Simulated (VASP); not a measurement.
# Ir (P6_3/mmc) in VASP: further runs, part 2 of 2

VASP 6.6.1. The steps go on from the part before.

## Step 3: Single point, LDA

This run uses another cell than the first one, of 13.58 Å³/atom, 1.041 times its volume.

INCAR reads:

```
SYSTEM = Ir
  ALGO = Normal
  EDIFF = 1E-6
  ENCUT = 520
  ISIF = 2
  ISMEAR = 1
  LASPH = .True.
  LCHARG = .False.
  LREAL = .False.
  LWAVE = .False.
  NBANDS = 16
  NELM = 80
  PREC = Accurate
  SIGMA = 0.05
```

KPOINTS reads:

```
k-points
0
Gamma
  10 10 6
  0 0 0
```

POSCAR reads:

```
Ir
1.0
    2.6728968015      0.0000000028      0.0000000000
   -1.3364484032      2.3147965304      0.0000000000
    0.0000000000      0.0000000000      4.3882279763
Ir
2
Direct
    0.6666666667      0.3333333333      0.7500000000
    0.3333333333      0.6666666667      0.2500000000
```

Potentials or basis: VASP PAW LDA potentials, release 64 (Ir).

Started as:

```bash
$ cat potpaw_LDA.64/Ir/POTCAR > POTCAR
$ mpirun -np 1 vasp_std > vasp.out
```

OUTCAR:

```text
SYSTEM = Ir
   EDIFF = 1E-6
   ENCUT = 520
   ISIF = 2
   ISMEAR = 1
   LASPH = .True.
   LREAL = .False.
   NELM = 80
   PREC = Accurate

 ion  position               nearest neighbor table
   1  0.667  0.333  0.750-   2 2.68   2 2.68   2 2.68   2 2.68   2 2.68   2 2.68
   2  0.333  0.667  0.250-   1 2.68   1 2.68   1 2.68   1 2.68   1 2.68   1 2.68

  LATTYP: Found a hexagonal cell.
 ALAT       =     2.6728968015
 C/A-ratio  =     1.6417498700

  Lattice vectors:

 A1 = (   2.6728968015,   0.0000000028,   0.0000000000)
 A2 = (  -1.3364484032,   2.3147965304,   0.0000000000)
 A3 = (   0.0000000000,   0.0000000000,   4.3882279763)

Analysis of symmetry for initial positions (statically):
=====================================================================
 Subroutine PRICEL returns:
 Original cell was already a primitive cell.

 Routine SETGRP: Setting up the symmetry group for a
 hexagonal supercell.

 Subroutine GETGRP returns: Found 24 space group operations
 (whereof 12 operations were pure point group operations)
 out of a pool of 24 trial point group operations.

The static configuration has the point symmetry D_3d.
 The point group associated with its full space group is D_6h.

Analysis of symmetry for dynamics (positions and initial velocities):
=====================================================================
 Subroutine PRICEL returns:
 Original cell was already a primitive cell.

 Routine SETGRP: Setting up the symmetry group for a
 hexagonal supercell.

 Subroutine GETGRP returns: Found 24 space group operations
 (whereof 12 operations were pure point group operations)
 out of a pool of 24 trial point group operations.

The dynamic configuration has the point symmetry D_3d.
 The point group associated with its full space group is D_6h.

 Subroutine INISYM returns: Found 24 space group operations
[... 108 lines left out ...]
   NELECT =      18.0000    total number of electrons
   NUPDOWN=      -1.0000    fix difference up-down
   EMIN   =  10.00;   EMAX   =-10.00  energy-range for DOS
   EFERMI =   0.00;   METHOD = LEGACY
   ISMEAR =     1;   SIGMA  =   0.05  broadening in eV -4-tet -1-fermi 0-gaus
   EFERMI_NEDOS =   21; number of points for ismear=-14 and -15
   IALGO  =     38    algorithm
   IMIX   =      4    mixing-type and parameters
     AMIX     =   0.40;   BMIX     =  1.00
     AMIX_MAG =   1.60;   BMIX_MAG =  1.00
  volume/ion in A,a.u.               =      13.58        91.61
  Fermi-wavevector in a.u.,A,eV,Ry     =   1.427483  2.697552 27.724695  2.037708
  Thomas-Fermi vector in A             =   2.547648
   LORBIT       =      0    0 simple, 1 ext, 2 COOP (PROOUT), +10 PAW based schemes
   GGA     = CA    functional components
   LHFCALC =     F    Hartree Fock is set to
   AEXX    =    0.0000 exact exchange contribution
   IVDW    =     0    specifies the selected vdW correction
   LEPSILON=     F    determine dielectric tensor
   LRPA    =     F    only Hartree local field effects (RPA)
 non-spin polarized calculation
 Methfessel and Paxton  Order N= 1 SIGMA  =   0.05
  energy-cutoff  :      520.00
  volume of cell :       27.15
 maximum number of plane-waves:       760
 NGX is ok and might be reduce to    20
   NGX =  9   NGY =  9   NGZ = 17

 number of electron      17.9999999 magnetization

 Free energy of the ion-electron system (eV)
  ---------------------------------------------------
  ext. energy  EPLUGINS =         0.00000000
  ---------------------------------------------------
  free energy    TOTEN  =       -20.45657983 eV

  energy without entropy =      -20.45487455  energy(sigma->0) =      -20.45601140

 E-fermi :  11.2443     XC(G=0): -14.3773

 val. band max:       11.2422124554   @ k =   0.5000  -0.0000   0.3333
 cond. band min:      11.2481819876   @ k =   0.4000   0.1000   0.1667
 fundamental gap:      0.0059695322
 Fermi energy:        11.2443260422

 k-point     1 :       0.0000    0.0000    0.0000
  band No.  band energies     occupation
      1      -0.5021      2.00000
      2       2.4811      2.00000
      3       6.8193      2.00000
      4       7.0379      2.00000
      5       7.0379      2.00000
      6       7.7172      2.00000
[... 433 lines left out ...]
      3       4.6701      2.00000
      4       5.6721      2.00000
      5       6.7936      2.00000
      6       8.1041      2.00000
[... 8 lines left out ...]
     15      22.6777      0.00000
     16      25.3837      0.00000

 [... further k-points ...]
[... 5 lines left out ...]
  --------------------------------------------------------------------------------------
  -------------------------------------------------------------------------------------
  Total        2.1974218      2.1974218      2.1836751     -0.0000000      0.0000000      0.0000000
  in kB      129.6700910    129.6700910    128.8588950     -0.0000000      0.0000000      0.0000000
  external PRESSURE =     129.3996923 kB  Pullay stress =       0.0000000 kB

 VOLUME and BASIS-vectors are now :
 -----------------------------------------------------------------------------
  energy-cutoff  :      520.00
  volume of cell :       27.15
      direct lattice vectors                 reciprocal lattice vectors
     2.672896801  0.000000003  0.000000000     0.374125929  0.216001706  0.000000000
    -1.336448403  2.314796530  0.000000000    -0.000000000  0.432003412  0.000000000
     0.000000000  0.000000000  4.388227976     0.000000000  0.000000000  0.227882418

 POSITION                                       TOTAL-FORCE (eV/Angst)
 -----------------------------------------------------------------------------------
      1.33645      0.77160      3.29117        -0.000000     -0.000000      0.000000
     -0.00000      1.54320      1.09706         0.000000      0.000000      0.000000
 -----------------------------------------------------------------------------------
    total drift:                               -0.000000      0.000000     -0.000000

  FREE ENERGIE OF THE ION-ELECTRON SYSTEM (eV)
  ---------------------------------------------------
  free  energy   TOTEN  =       -20.4565798334 eV

  energy  without entropy=      -20.4548745469  energy(sigma->0) =      -20.45601140
```

OSZICAR:

```text
N       E                     dE             d eps       ncg     rms          rms(c)
DAV:   1     0.147755291708E+03    0.14776E+03   -0.85124E+03  1792   0.115E+03
DAV:   2    -0.178056364074E+02   -0.16556E+03   -0.14963E+03  1792   0.318E+02
DAV:   3    -0.215728608845E+02   -0.37672E+01   -0.37189E+01  2472   0.575E+01
DAV:   4    -0.216175936545E+02   -0.44733E-01   -0.44709E-01  2048   0.523E+00
DAV:   5    -0.216188355851E+02   -0.12419E-02   -0.12419E-02  2536   0.892E-01    0.255E+01
DAV:   6    -0.206669402117E+02    0.95190E+00   -0.10869E+00  2304   0.138E+01    0.106E+01
DAV:   7    -0.204710402875E+02    0.19590E+00   -0.35405E-01  2432   0.741E+00    0.209E+00
DAV:   8    -0.204631222875E+02    0.79180E-02   -0.56811E-03  2048   0.711E-01    0.130E+00
DAV:   9    -0.204566098246E+02    0.65125E-02   -0.60166E-03  2336   0.104E+00    0.701E-02
DAV:  10    -0.204565879249E+02    0.21900E-04   -0.29110E-05  2392   0.446E-02    0.333E-02
DAV:  11    -0.204565798220E+02    0.81029E-05   -0.95741E-06  2384   0.348E-02    0.488E-03
DAV:  12    -0.204565798334E+02   -0.11447E-07   -0.13591E-07  1440   0.264E-03
   1 F= -.20456580E+02 E0= -.20456011E+02  d E =-.170529E-02
```

stdout:

```text
POSCAR found type information on POSCAR Ir
 POSCAR found :  1 types and       2 ions
 scaLAPACK will be used
 LDA part: xc-table for (Slater(with rela. corr.)+CA(PZ))
 , standard interpolation
 POSCAR, INCAR and KPOINTS ok, starting setup
 FFT: planning ... GRIDC
 FFT: planning ... GRID_SOFT
 FFT: planning ... GRID
 WAVECAR not read
 entering main loop
```

It took 12 s on 1 thread of Intel Xeon Platinum 8488C (Sapphire Rapids), shared host; peak memory 0.14 GiB.

Results:

| Item | Value |
| --- | --- |
| Free energy | -20.4566 eV |
| Pressure | 12.9 GPa |
| Band gap on the k mesh | zero (band 9 reaches 12.29 eV, above the bottom of band 10 at 8.81 eV) |

Stress tensor (GPa, compression positive):
```
12.97  0.00  0.00
 0.00 12.97  0.00
 0.00  0.00 12.89
```

Levels at points of the mesh, in eV from the Fermi level:
```
           k point  band 6  band 7  band 8  band 9  band 10  band 11  band 12  band 13
(0.00, 0.00, 0.00)   -3.53   -3.53   -2.50   -2.50    -1.07     0.25     0.25     7.27
(0.50, 0.00, 0.00)   -3.65   -3.33    0.79    0.96     1.22     3.12     4.66     8.45
(0.00, 0.00, 0.50)   -4.30   -4.30   -4.30   -0.55    -0.55    -0.55    -0.55    13.58
(0.50, 0.00, 0.50)   -2.30   -1.10   -1.10    1.04     1.04     2.07     2.07     8.08
```

Caveat: spin-orbit coupling is left out, which moves the levels of the heavy elements.

## Step 4: Single point, LDA

This run uses another cell than the first one, of 13.29 Å³/atom, 1.019 times its volume.

INCAR reads:

```
SYSTEM = Ir
ALGO = Normal ; EDIFF = 1E-7
ENCUT = 520 ; ISIF = 2
ISMEAR = 1 ; LASPH = .True.
LCHARG = .False. ; LREAL = .False.
LWAVE = .False. ; NBANDS = 16
NELM = 80 ; PREC = Accurate
SIGMA = 0.05
```

KPOINTS is that of step 3.

POSCAR reads:

```
Ir
1.0
    2.6543676103      0.0000000028      0.0000000000
   -1.3271838076      2.2987497801      0.0000000000
    0.0000000000      0.0000000000      4.3566119298
Ir
2
Direct
    0.6666666667      0.3333333333      0.7500000000
    0.3333333333      0.6666666667      0.2500000000
```

Started as:

```bash
$ cat potpaw_LDA.64/Ir/POTCAR > POTCAR
$ mpirun -np 1 vasp_std > vasp.out
```

Run time: 12 s. Hardware: 1 thread of Intel Xeon Platinum 8488C (Sapphire Rapids), shared host; peak memory 0.13 GiB.

It converged, with:

```yaml
Free_energy: -20.3926 eV
Pressure: 23.2 GPa
Band_gap_on_the_k_mesh: zero (band 9 reaches 12.73 eV, above the bottom of band 10 at 9.13 eV)
```

Stress tensor (GPa, compression positive):
```
23.26  0.00  0.00
 0.00 23.26  0.00
 0.00  0.00 23.14
```

Levels at points of the mesh, in eV from the Fermi level:
```csv
k point,band 7,band 8,band 9,band 10,band 11,band 12
"(0.00, 0.00, 0.00)",-3.64,-2.58,-2.58,-1.12,0.26,0.26
"(0.50, 0.00, 0.00)",-3.43,0.83,1.00,1.27,3.21,4.78
"(0.00, 0.00, 0.50)",-4.44,-4.44,-0.57,-0.57,-0.57,-0.57
"(0.50, 0.00, 0.50)",-1.14,-1.14,1.09,1.09,2.12,2.12
```

Caveat: spin-orbit coupling is left out, which moves the levels of the heavy elements.

## Step 5: Single point, LDA

This run uses another cell than the first one, of 13.90 Å³/atom, 1.066 times its volume.

INCAR reads:

```
SYSTEM = Ir
ALGO = Normal
EDIFF = 1E-7
ENCUT = 520
GGA = CA
ISIF = 2
ISMEAR = 1
LASPH = .True.
LCHARG = .False.
LREAL = .False.
LWAVE = .False.
NBANDS = 16
NELM = 60
PREC = Accurate
SIGMA = 0.05
```

KPOINTS is that of step 4.

POSCAR reads:

```
Ir
1.0
    2.6936575110      0.0000000028      0.0000000000
   -1.3468287579      2.3327758322      0.0000000000
    0.0000000000      0.0000000000      4.4242119441
Ir
2
Direct
    0.6666666667      0.3333333333      0.7500000000
    0.3333333333      0.6666666667      0.2500000000
```

Potentials or basis: VASP PAW LDA potentials, release 64 (Ir).

Started as:

```bash
$ cat potpaw_LDA.64/Ir/POTCAR > POTCAR
$ mpirun -np 1 vasp_std > vasp.out
```

OUTCAR:

```text
SYSTEM = Ir
   EDIFF = 1E-7
   ENCUT = 520
   GGA = CA
   ISIF = 2
   ISMEAR = 1
   LASPH = .True.
   LREAL = .False.
   NELM = 60
   PREC = Accurate

 ion  position               nearest neighbor table
   1  0.667  0.333  0.750-   2 2.70   2 2.70   2 2.70   2 2.70   2 2.70   2 2.70
   2  0.333  0.667  0.250-   1 2.70   1 2.70   1 2.70   1 2.70   1 2.70   1 2.70

  LATTYP: Found a hexagonal cell.
 ALAT       =     2.6936575110
 C/A-ratio  =     1.6424552587

  Lattice vectors:

 A1 = (   2.6936575110,   0.0000000028,   0.0000000000)
 A2 = (  -1.3468287579,   2.3327758322,   0.0000000000)
[... 628 lines left out ...]
      4       5.4237      2.00000
      5       6.5241      2.00000
      6       7.7784      2.00000
[... 8 lines left out ...]
     15      22.0831      0.00000
     16      24.7538      0.00000

 [... further k-points ...]
[... 5 lines left out ...]
  --------------------------------------------------------------------------------------
  -------------------------------------------------------------------------------------
  Total        0.4621039      0.4621039      0.4529237      0.0000000      0.0000000      0.0000000
  in kB       26.6316985     26.6316985     26.1026361      0.0000000      0.0000000      0.0000000
  external PRESSURE =      26.4553444 kB  Pullay stress =       0.0000000 kB

 VOLUME and BASIS-vectors are now :
 -----------------------------------------------------------------------------
  energy-cutoff  :      520.00
  volume of cell :       27.80
      direct lattice vectors                 reciprocal lattice vectors
     2.693657511  0.000000003  0.000000000     0.371242445  0.214336926  0.000000000
    -1.346828758  2.332775832  0.000000000    -0.000000000  0.428673851  0.000000000
     0.000000000  0.000000000  4.424211944     0.000000000  0.000000000  0.226028954

 POSITION                                       TOTAL-FORCE (eV/Angst)
 -----------------------------------------------------------------------------------
      1.34683      0.77759      3.31816         0.000000      0.000000      0.000000
     -0.00000      1.55518      1.10605        -0.000000     -0.000000      0.000000
 -----------------------------------------------------------------------------------
    total drift:                               -0.000000      0.000000     -0.000000

  FREE ENERGIE OF THE ION-ELECTRON SYSTEM (eV)
  ---------------------------------------------------
  free  energy   TOTEN  =       -20.4880638703 eV

  energy  without entropy=      -20.4863228242  energy(sigma->0) =      -20.48748352
```

OSZICAR:

```text
N       E                     dE             d eps       ncg     rms          rms(c)
DAV:   1     0.144366647358E+03    0.14437E+03   -0.84758E+03  1792   0.114E+03
DAV:   2    -0.178066202115E+02   -0.16217E+03   -0.14526E+03  1792   0.314E+02
DAV:   3    -0.216327402255E+02   -0.38261E+01   -0.37839E+01  2488   0.586E+01
DAV:   4    -0.216737738011E+02   -0.41034E-01   -0.41019E-01  2032   0.505E+00
DAV:   5    -0.216749942964E+02   -0.12205E-02   -0.12205E-02  2536   0.910E-01    0.239E+01
DAV:   6    -0.206897212365E+02    0.98527E+00   -0.11869E+00  2256   0.143E+01    0.970E+00
DAV:   7    -0.205023660356E+02    0.18736E+00   -0.35593E-01  2416   0.736E+00    0.214E+00
DAV:   8    -0.204982118215E+02    0.41542E-02   -0.48547E-03  1960   0.595E-01    0.175E+00
DAV:   9    -0.204881098985E+02    0.10102E-01   -0.79003E-03  2272   0.118E+00    0.480E-02
DAV:  10    -0.204880792680E+02    0.30630E-04   -0.74914E-05  2656   0.926E-02    0.391E-02
DAV:  11    -0.204880640235E+02    0.15245E-04   -0.12641E-05  2288   0.416E-02    0.336E-03
DAV:  12    -0.204880638715E+02    0.15206E-06   -0.63563E-07  2464   0.932E-03    0.981E-04
DAV:  13    -0.204880638703E+02    0.11996E-08   -0.88363E-09  1424   0.788E-04
   1 F= -.20488064E+02 E0= -.20487484E+02  d E =-.174105E-02
```

It took 14 s on 1 thread of Intel Xeon Platinum 8488C (Sapphire Rapids), shared host; peak memory 0.14 GiB.

What came out:

```yaml
Free_energy: -20.4881 eV
Pressure: 2.6 GPa
Band_gap_on_the_k_mesh: zero (band 9 reaches 11.81 eV, above the bottom of band 10 at 8.46 eV)
```

Levels at points of the mesh, in eV from the Fermi level:
```tsv
k point	band 6	band 7	band 8	band 9	band 10	band 11	band 12	band 13
(0.00, 0.00, 0.00)	-3.40	-3.40	-2.40	-2.40	-1.01	0.24	0.24	7.03
(0.50, 0.00, 0.00)	-3.53	-3.22	0.76	0.91	1.16	3.03	4.53	8.29
(0.00, 0.00, 0.50)	-4.14	-4.14	-4.14	-0.54	-0.54	-0.54	-0.54	13.55
(0.50, 0.00, 0.50)	-2.21	-1.04	-1.04	1.00	1.00	2.02	2.02	7.85
```

Caveat: spin-orbit coupling is left out, which moves the levels of the heavy elements.

## Step 6: The runs side by side

| cell | gap on the mesh (eV) | pressure (GPa) |
| --- | --- | --- |
| a = 2.638, b = 2.638, c = 4.328 Å, angles 90.0, 90.0, 120.0°, 2 atoms | none | 33.5 |
| a = 2.673, b = 2.673, c = 4.388 Å, angles 90.0, 90.0, 120.0°, 2 atoms | none | 12.9 |
| a = 2.654, b = 2.654, c = 4.357 Å, angles 90.0, 90.0, 120.0°, 2 atoms | none | 23.2 |
| a = 2.694, b = 2.694, c = 4.424 Å, angles 90.0, 90.0, 120.0°, 2 atoms | none | 2.6 |

Alike in all rows: task single point; level LDA; potentials or basis VASP PAW LDA potentials, release 64 (Ir); no spin polarisation; k mesh 10 × 10 × 6; cutoff (eV) 520; smearing methfessel-paxton 0.05 eV.

Caveats: spin-orbit coupling is left out, which moves the levels of the heavy elements.

Total energies depend on the potentials used, so only differences within one code and one set of settings carry meaning.
